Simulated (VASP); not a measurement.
# W in VASP: a series of runs, part 2 of 2

VASP 6.6.1. The steps go on from the part before.

### Step 4. Single point, r2SCAN (strain +0.040 along x and y, +0.040 along z)

Contents of POSCAR:

```
W
1.0
   -1.6611920000      1.6611920000      1.6611920000
    1.6611920000     -1.6611920000      1.6611920000
    1.6611920000      1.6611920000     -1.6611920000
W
1
Direct
    0.0000000000      0.0000000000      0.0000000000
```

Contents of INCAR.step1:

```
SYSTEM = W
ALGO     = Normal         ! electronic algorithm
EDIFF    = 1E-4           ! SCF threshold, eV
ENCUT    = 520            ! plane-wave cutoff, eV
GGA      = PE             ! functional
ISMEAR   = 0              ! smearing method
LASPH    = .True.         ! aspherical terms in the spheres
LCHARG   = .False.        ! write CHGCAR
LREAL    = .False.        ! projectors in reciprocal space
LWAVE    = .True.         ! write WAVECAR
NBANDS   = 13             ! bands
NELM     = 80             ! most SCF steps
PREC     = Accurate       ! precision mode
SIGMA    = 0.15           ! smearing width, eV
```

Contents of INCAR.step2:

```
SYSTEM = W
ALGO     = Normal         ! electronic algorithm
EDIFF    = 1E-6           ! SCF threshold, eV
ENCUT    = 520            ! plane-wave cutoff, eV
ISIF     = 2              ! what is computed and relaxed
ISMEAR   = 0              ! smearing method
ISTART   = 1            
LASPH    = .True.         ! aspherical terms in the spheres
LCHARG   = .True.         ! write CHGCAR
LELF     = .True.         ! ELF
LMIXTAU  = .True.       
LREAL    = .False.        ! projectors in reciprocal space
LVHAR    = .True.       
LWAVE    = .False.        ! write WAVECAR
METAGGA  = R2SCAN         ! meta-GGA
NBANDS   = 13             ! bands
NELM     = 80             ! most SCF steps
PREC     = Accurate       ! precision mode
SIGMA    = 0.15           ! smearing width, eV
```

Contents of KPOINTS:

```
k-points
0
Gamma
  14 14 14
  0 0 0
```

Potentials or basis: VASP PAW PBE potentials, release 64 (W_sv).

Started as:

```console
cat potpaw_PBE.64/W_sv/POTCAR > POTCAR
cp INCAR.step1 INCAR
mpirun -np 1 vasp_std > vasp.out
cp INCAR.step2 INCAR
mpirun -np 1 vasp_std > vasp.out
```

OUTCAR:

```text
SYSTEM = W
   EDIFF = 1E-6
   ENCUT = 520
   ISIF = 2
   ISMEAR = 0
   ISTART = 1
   LASPH = .True.
   LREAL = .False.
   METAGGA = R2SCAN
   NELM = 80
   PREC = Accurate

 ion  position               nearest neighbor table
   1  0.000  0.000  0.000-

  LATTYP: Found a body centered cubic cell.
 ALAT       =     3.3223840000

  Lattice vectors:

 A1 = (  -1.6611920000,   1.6611920000,   1.6611920000)
 A2 = (   1.6611920000,  -1.6611920000,   1.6611920000)
[... 564 lines left out ...]
     13      25.5329      0.00000

 [... further k-points ...]

------------------------ aborting loop because EDIFF is reached ----------------------------------------

  FORCE on cell =-STRESS in cart. coord.  units (eV):
  Direction    XX          YY          ZZ          XY          YZ          ZX
  --------------------------------------------------------------------------------------
  -------------------------------------------------------------------------------------
  Total       -3.7906473     -3.7906473     -3.7906473      0.0000000      0.0000000      0.0000000
  in kB     -331.2107913   -331.2107913   -331.2107913      0.0000000      0.0000000      0.0000000
  external PRESSURE =    -331.2107913 kB  Pullay stress =       0.0000000 kB

 VOLUME and BASIS-vectors are now :
 -----------------------------------------------------------------------------
  energy-cutoff  :      520.00
  volume of cell :       18.34
      direct lattice vectors                 reciprocal lattice vectors
    -1.661192000  1.661192000  1.661192000     0.000000000  0.300988688  0.300988688
     1.661192000 -1.661192000  1.661192000     0.300988688  0.000000000  0.300988688
     1.661192000  1.661192000 -1.661192000     0.300988688  0.300988688  0.000000000

 POSITION                                       TOTAL-FORCE (eV/Angst)
 -----------------------------------------------------------------------------------
      0.00000      0.00000      0.00000         0.000000      0.000000      0.000000
 -----------------------------------------------------------------------------------
    total drift:                                0.000000      0.000000     -0.000000

  FREE ENERGIE OF THE ION-ELECTRON SYSTEM (eV)
  ---------------------------------------------------
  free  energy   TOTEN  =       -51.0757788968 eV

  energy  without entropy=      -51.0701737752  energy(sigma->0) =      -51.07297634
```

OSZICAR.step1:

```text
N       E                     dE             d eps       ncg     rms          rms(c)
DAV:   1     0.873093446060E+02    0.87309E+02   -0.74749E+03  2712   0.119E+03
DAV:   2    -0.116921688291E+02   -0.99002E+02   -0.95031E+02  3024   0.314E+02
DAV:   3    -0.134705204034E+02   -0.17784E+01   -0.17692E+01  3004   0.409E+01
DAV:   4    -0.134792926036E+02   -0.87722E-02   -0.87721E-02  2959   0.317E+00
DAV:   5    -0.134793767876E+02   -0.84184E-04   -0.84183E-04  2954   0.298E-01    0.160E+01
DAV:   6    -0.128728027010E+02    0.60657E+00   -0.57781E-01  2769   0.962E+00    0.544E+00
DAV:   7    -0.127362186159E+02    0.13658E+00   -0.24932E-01  2959   0.595E+00    0.987E-01
DAV:   8    -0.127319637339E+02    0.42549E-02   -0.42510E-03  2764   0.810E-01    0.114E-01
DAV:   9    -0.127319331301E+02    0.30604E-04   -0.16631E-04  2935   0.150E-01
   1 F= -.12731933E+02 E0= -.12728866E+02  d E =-.613516E-02
```

Wall time 75 s (1 thread of Intel Xeon Platinum 8259CL at 2.50GHz (Skylake/Cascade Lake), shared host); peak memory 0.16 GiB.

Results:

| Quantity | Value |
| --- | --- |
| Free energy | -51.0758 eV |
| Pressure | -33.1 GPa |
| Band gap on the k mesh | zero (band 7 reaches 13.62 eV, above the bottom of band 8 at 8.23 eV) |

Levels at points of the mesh, in eV from the Fermi level:
| k point | band 4 | band 5 | band 6 | band 7 | band 8 | band 9 | band 10 | band 11 |
| --- | --- | --- | --- | --- | --- | --- | --- | --- |
| (0.00, 0.00, 0.00) | -39.43 | -9.34 | -1.12 | -1.12 | -1.12 | 2.18 | 2.18 | 14.86 |
| (0.50, 0.00, 0.00) | -39.43 | -5.69 | -3.14 | 0.09 | 1.94 | 2.82 | 5.06 | 9.37 |
| (0.50, 0.50, 0.50) | -40.03 | -4.93 | -4.93 | 4.28 | 4.28 | 4.28 | 7.39 | 7.39 |

Caveat: the cell differs from its parent crystal (strain +0.040 along x and y, +0.040 along z); the PAW data sets were made with another functional, which shifts forces and pressure a little; spin-orbit coupling is left out, which moves the levels of the heavy elements.

### Step 5. Single point, r2SCAN (strain +0.080 along x and y, +0.080 along z)

Contents of POSCAR:

```
W
1.0
   -1.7250840000      1.7250840000      1.7250840000
    1.7250840000     -1.7250840000      1.7250840000
    1.7250840000      1.7250840000     -1.7250840000
W
1
Direct
    0.0000000000      0.0000000000      0.0000000000
```

Contents of INCAR.step1:

```
SYSTEM = W
ALGO = Normal
EDIFF = 1E-4
ENCUT = 520
GGA = PE
ISMEAR = 0
LASPH = .TRUE.
LCHARG = .FALSE.
LREAL = .FALSE.
LWAVE = .TRUE.
NBANDS = 13
NELM = 100
PREC = Accurate
SIGMA = 0.15
```

Contents of INCAR.step2:

```
SYSTEM = W
ALGO = Normal
EDIFF = 1E-6
ENCUT = 520
ISIF = 2
ISMEAR = 0
ISTART = 1
LASPH = .TRUE.
LCHARG = .FALSE.
LMIXTAU = .TRUE.
LREAL = .FALSE.
LWAVE = .FALSE.
METAGGA = R2SCAN
NBANDS = 13
NELM = 100
PREC = Accurate
SIGMA = 0.15
```

Contents of KPOINTS:

```
k-points
0
G
  14 14 14
  0 0 0
```

Potentials or basis: VASP PAW PBE potentials, release 64 (W_sv).

Started as:

```console
cat potpaw_PBE.64/W_sv/POTCAR > POTCAR
cp INCAR.step1 INCAR
mpirun -np 1 vasp_std > vasp.out
cp INCAR.step2 INCAR
mpirun -np 1 vasp_std > vasp.out
```

OUTCAR:

```text
SYSTEM = W
   EDIFF = 1E-6
   ENCUT = 520
   ISIF = 2
   ISMEAR = 0
   ISTART = 1
   LASPH = .TRUE.
   LREAL = .FALSE.
   METAGGA = R2SCAN
   NELM = 100
   PREC = Accurate

 ion  position               nearest neighbor table
   1  0.000  0.000  0.000-

  LATTYP: Found a body centered cubic cell.
 ALAT       =     3.4501680000

  Lattice vectors:

 A1 = (  -1.7250840000,   1.7250840000,   1.7250840000)
 A2 = (   1.7250840000,  -1.7250840000,   1.7250840000)
 A3 = (   1.7250840000,   1.7250840000,  -1.7250840000)

Analysis of symmetry for initial positions (statically):
=====================================================================
 Subroutine PRICEL returns:
 Original cell was already a primitive cell.

 Routine SETGRP: Setting up the symmetry group for a
 body centered cubic supercell.

 Subroutine GETGRP returns: Found 48 space group operations
 (whereof 48 operations were pure point group operations)
 out of a pool of 48 trial point group operations.

The static configuration has the point symmetry O_h .

[... 167 lines left out ...]
  band No.  band energies     occupation
      1     -68.6234      2.00000
      2     -31.7477      2.00000
      3     -31.7477      2.00000
      4     -31.7477      2.00000
      5      -0.7288      2.00000
      6       6.9569      2.00000
      7       6.9569      2.00000
      8       6.9570      2.00000
      9       9.8697      0.00000
     10       9.8697      0.00000
     11      22.5068      0.00000
     12      22.5068      0.00000
     13      22.5068      0.00000
[... 354 lines left out ...]
  band No.  band energies     occupation
      1     -68.5715      2.00000
      2     -32.1825      2.00000
      3     -32.0963      2.00000
      4     -31.8181      2.00000
      5       4.3954      2.00000
      6       5.4872      2.00000
      7       5.9161      2.00000
      8       9.8524      0.00000
      9      10.2467      0.00000
     10      14.1695      0.00000
     11      15.5965      0.00000
     12      17.4598      0.00000
     13      22.9047      0.00000

 [... further k-points ...]

------------------------ aborting loop because EDIFF is reached ----------------------------------------

  FORCE on cell =-STRESS in cart. coord.  units (eV):
  Direction    XX          YY          ZZ          XY          YZ          ZX
  --------------------------------------------------------------------------------------
  -------------------------------------------------------------------------------------
  Total       -6.0385781     -6.0385781     -6.0385781      0.0000000      0.0000000      0.0000000
  in kB     -471.1449460   -471.1449460   -471.1449460      0.0000000      0.0000000      0.0000000
  external PRESSURE =    -471.1449460 kB  Pullay stress =       0.0000000 kB

 VOLUME and BASIS-vectors are now :
 -----------------------------------------------------------------------------
  energy-cutoff  :      520.00
  volume of cell :       20.53
      direct lattice vectors                 reciprocal lattice vectors
    -1.725084000  1.725084000  1.725084000     0.000000000  0.289840958  0.289840958
     1.725084000 -1.725084000  1.725084000     0.289840958  0.000000000  0.289840958
     1.725084000  1.725084000 -1.725084000     0.289840958  0.289840958  0.000000000

 POSITION                                       TOTAL-FORCE (eV/Angst)
 -----------------------------------------------------------------------------------
      0.00000      0.00000      0.00000        -0.000000      0.000000      0.000000
 -----------------------------------------------------------------------------------
    total drift:                                0.000000      0.000000      0.000000

  FREE ENERGIE OF THE ION-ELECTRON SYSTEM (eV)
  ---------------------------------------------------
  free  energy   TOTEN  =       -50.5130446796 eV

  energy  without entropy=      -50.5065741630  energy(sigma->0) =      -50.50980942
```

OUTCAR.step1:

```text
SYSTEM = W
   EDIFF = 1E-4
   ENCUT = 520
   GGA = PE
   ISMEAR = 0
   LASPH = .TRUE.
[... 601 lines left out ...]
 POSITION                                       TOTAL-FORCE (eV/Angst)
 -----------------------------------------------------------------------------------
      0.00000      0.00000      0.00000         0.000000      0.000000      0.000000
 -----------------------------------------------------------------------------------
    total drift:                                0.000000      0.000000      0.000000

  FREE ENERGIE OF THE ION-ELECTRON SYSTEM (eV)
  ---------------------------------------------------
  free  energy   TOTEN  =       -12.2215578743 eV

  energy  without entropy=      -12.2150103476  energy(sigma->0) =      -12.21828411
```

OSZICAR.step1:

```text
N       E                     dE             d eps       ncg     rms          rms(c)
DAV:   1     0.853343915405E+02    0.85334E+02   -0.74804E+03  2704   0.117E+03
DAV:   2    -0.113304893595E+02   -0.96665E+02   -0.92925E+02  3104   0.309E+02
DAV:   3    -0.130614852533E+02   -0.17310E+01   -0.17203E+01  2974   0.402E+01
DAV:   4    -0.130707585176E+02   -0.92733E-02   -0.92730E-02  2914   0.328E+00
DAV:   5    -0.130708672798E+02   -0.10876E-03   -0.10876E-03  2994   0.336E-01    0.131E+01
DAV:   6    -0.123636169338E+02    0.70725E+00   -0.73699E-01  2744   0.103E+01    0.382E+00
DAV:   7    -0.122256006445E+02    0.13802E+00   -0.26665E-01  2964   0.579E+00    0.119E+00
DAV:   8    -0.122216175553E+02    0.39831E-02   -0.46736E-03  2759   0.845E-01    0.146E-01
DAV:   9    -0.122215578743E+02    0.59681E-04   -0.29400E-04  3019   0.192E-01
   1 F= -.12221558E+02 E0= -.12218284E+02  d E =-.654753E-02
```

Wall time 65 s (1 thread of Intel Xeon Platinum 8259CL at 2.50GHz (Skylake/Cascade Lake), shared host); peak memory 0.16 GiB.

Results:

```
Free energy            : -50.5130 eV
Pressure               : -47.1 GPa
Band gap on the k mesh : zero (band 7 reaches 11.54 eV, above the bottom of band 8 at 6.96 eV)
```

Caveat: the cell differs from its parent crystal (strain +0.080 along x and y, +0.080 along z); the PAW data sets were made with another functional, which shifts forces and pressure a little; spin-orbit coupling is left out, which moves the levels of the heavy elements.

### Step 6. Single point, r2SCAN (strain -0.080 along x and y, -0.040 along z)

Contents of POSCAR:

```
W
1.0
   -1.4695160000      1.4695160000      1.5334080000
    1.4695160000     -1.4695160000      1.5334080000
    1.4695160000      1.4695160000     -1.5334080000
W
1
Direct
    0.0000000000      0.0000000000      0.0000000000
```

Contents of INCAR.step1:

```
PREC     = Accurate       # precision mode
ENCUT    = 520            # plane-wave cutoff, eV
ISMEAR   = 0              # smearing method
SIGMA    = 0.15           # smearing width, eV
LREAL    = F              # projectors in reciprocal space
LASPH    = T              # aspherical terms in the spheres
NELM     = 100            # most SCF steps
NBANDS   = 13             # bands
GGA      = PE             # functional
ALGO     = Normal         # electronic algorithm
EDIFF    = 1E-4           # SCF threshold, eV
LWAVE    = T              # write WAVECAR
LCHARG   = F              # write CHGCAR
```

Contents of INCAR.step2:

```
PREC     = Accurate       # precision mode
ENCUT    = 520            # plane-wave cutoff, eV
EDIFF    = 1E-6           # SCF threshold, eV
ISMEAR   = 0              # smearing method
SIGMA    = 0.15           # smearing width, eV
LREAL    = F              # projectors in reciprocal space
LASPH    = T              # aspherical terms in the spheres
NELM     = 100            # most SCF steps
ALGO     = Normal         # electronic algorithm
ISIF     = 2              # what is computed and relaxed
LWAVE    = F              # write WAVECAR
LCHARG   = F              # write CHGCAR
METAGGA  = R2SCAN         # meta-GGA
LMIXTAU  = T            
NBANDS   = 13             # bands
ISTART   = 1
```

Contents of KPOINTS:

```
Automatic mesh
0
Gamma
  14 14 14
```

Potentials or basis: VASP PAW PBE potentials, release 64 (W_sv).

Started as:

```console
cat potpaw_PBE.64/W_sv/POTCAR > POTCAR
cp INCAR.step1 INCAR
mpirun -np 1 vasp_std > vasp.out
cp INCAR.step2 INCAR
mpirun -np 1 vasp_std > vasp.out
```

Wall time 2 min (1 thread of Intel Xeon Platinum 8259CL at 2.50GHz (Skylake/Cascade Lake), shared host); peak memory 0.16 GiB.

Results (log left out):

```
Free energy            : -50.6866 eV
Pressure               : 88.1 GPa
Band gap on the k mesh : zero (band 7 reaches 20.72 eV, above the bottom of band 8 at 12.81 eV)
```

Stress tensor (GPa, compression positive):
```
94.61  0.00  0.00
 0.00 94.61  0.00
 0.00  0.00 75.00
```

Levels at points of the mesh, in eV from the Fermi level:
```
           k point  band 5  band 6  band 7  band 8  band 9  band 10
(0.00, 0.00, 0.00)  -11.22   -2.02   -2.02   -1.29    2.27     3.28
(0.50, 0.00, 0.00)   -8.02   -4.66    1.15    2.30    4.12     7.91
(0.50, 0.50, 0.00)   -8.08   -5.40    1.60    3.48    4.44     8.11
(0.50, 0.50, 0.50)   -7.97   -7.81    6.49    6.72    6.72     9.32
```

Caveat: the cell differs from its parent crystal (strain -0.080 along x and y, -0.040 along z); the PAW data sets were made with another functional, which shifts forces and pressure a little; spin-orbit coupling is left out, which moves the levels of the heavy elements.

### Step 7. The runs side by side

```tsv
cell	gap on the mesh (eV)	pressure (GPa)
a = 2.545 Å, angles 109.5°, 1 atom	none	117.9
a = 2.656 Å, angles 109.5°, 1 atom	none	40.3
a = 2.877 Å, angles 109.5°, 1 atom	none	-33.1
a = 2.988 Å, angles 109.5°, 1 atom	none	-47.1
a = 2.583 Å, angles 110.6, 110.6, 107.2°, 1 atom	none	88.1
```

Alike in all rows: task single point; level r2SCAN; potentials or basis VASP PAW PBE potentials, release 64 (W_sv); no spin polarisation; k mesh 14 × 14 × 14; cutoff (eV) 520; smearing gaussian 0.15 eV.

Caveats: the PAW data sets were made with another functional, which shifts forces and pressure a little; spin-orbit coupling is left out, which moves the levels of the heavy elements.

Total energies depend on the potentials used, so only differences within one code and one set of settings carry meaning.
